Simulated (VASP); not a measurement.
Here is a VASP 6.6.1 calculation.

INCAR

```
  ALGO = Normal
  EDIFF = 1E-6
  ENCUT = 500
  GGA = PE
  GGA_COMPAT = False
  ISIF = 2
  ISMEAR = 1
  LASPH = True
  LCHARG = False
  LREAL = False
  LWAVE = False
  NBANDS = 12
  NELM = 120
  PREC = Accurate
  SIGMA = 0.05
```

Contents of KPOINTS:

```
k-points
0
Gamma
  10 10 10
```

POSCAR

```
Nb
1.0
   -1.6639500000      1.6639500000      1.6639500000
    1.6639500000     -1.6639500000      1.6639500000
    1.6639500000      1.6639500000     -1.6639500000
Nb
1
Direct
    0.0000000000      0.0000000000      0.0000000000
```

Potentials or basis: VASP PAW PBE potentials, release 64 (Nb_sv).

Run with:

```bash
$ cat potpaw_PBE.64/Nb_sv/POTCAR > POTCAR
$ mpirun -np 1 vasp_std > vasp.out
```

Question: Predict the pressure.

Answer: -2.8 GPa.
